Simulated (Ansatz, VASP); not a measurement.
## CdSe: VASP beside Ansatz

INCAR

```
PREC = Accurate
ENCUT = 500
EDIFF = 1E-6
ISMEAR = 0
SIGMA = 0.01
LREAL = False
LASPH = True
NELM = 120
ALGO = Normal
ISIF = 2
LWAVE = False
LCHARG = False
GGA = PS
NBANDS = 16
GGA_COMPAT = False
```

The input KPOINTS:

```
Automatic mesh
0
Gamma
  6 6 6
```

Contents of POSCAR:

```
CdSe
1.0
    0.0000000000      3.0702711986      3.0702711986
    3.0702711986      0.0000000000      3.0702711986
    3.0702711986      3.0702711986      0.0000000000
Cd Se
1 1
Direct
    0.0000000000      0.0000000000      0.0000000000
    0.7500000000      0.7500000000      0.7500000000
```

Input for Ansatz:

```yaml
crystal:
  lattice:
    - [0.0, 3.0702711986, 3.0702711986]
    - [3.0702711986, 0.0, 3.0702711986]
    - [3.0702711986, 3.0702711986, 0.0]
  atoms:
    - { symbol: Cd, position: [0.0, 0.0, 0.0] }
    - { symbol: Se, position: [0.75, 0.75, 0.75] }
kpoints:
  mp_grid: { grid: [6, 6, 6] }
scf:
  occupations: { method: fixed }
hamiltonian:
  xc: pbesol
  pseudopotentials: { kind: all_electron, lapw: { basis_error: 0.001 } }
output:
  forces: true
  stress: true
  eigenvalues: true
  eigenstates:
    nscf_kmesh: { grid: [12, 12, 12] }
    de_dk: true
    e_range: [-9, 10.40936]
  optics:
    e_range: [0, 30]
    de: 0.2
    sigma: 0.15
    bands: { spectra_wanted_up_to: 30 }
    nscf_kmesh: { grid: [12, 12, 12] }
checkpoint:
  write: ck
  write_wavefunctions: false
```

Alike in both runs: task single point; functional PBEsol; k mesh 6 × 6 × 6; no spin polarisation.

```csv
,VASP,Ansatz
version,VASP 6.6.1,Ansatz 0.2.0
potentials or method,"VASP PAW PBE potentials, release 64 (Cd, Se), cutoff 500 eV","all-electron LAPW, scalar-relativistic"
occupations,"gaussian, width 0.01 eV",fixed
```

```tsv
	VASP	Ansatz	Ansatz less VASP
gap on the k mesh at the Fermi level (eV)	0.42	0.42	-0.001
pressure (GPa)	-1.1	-1.4	-0.27
```

VASP's potentials were made for PBE, not for PBEsol. Ansatz ran all-electron here, and VASP with PAW potentials.
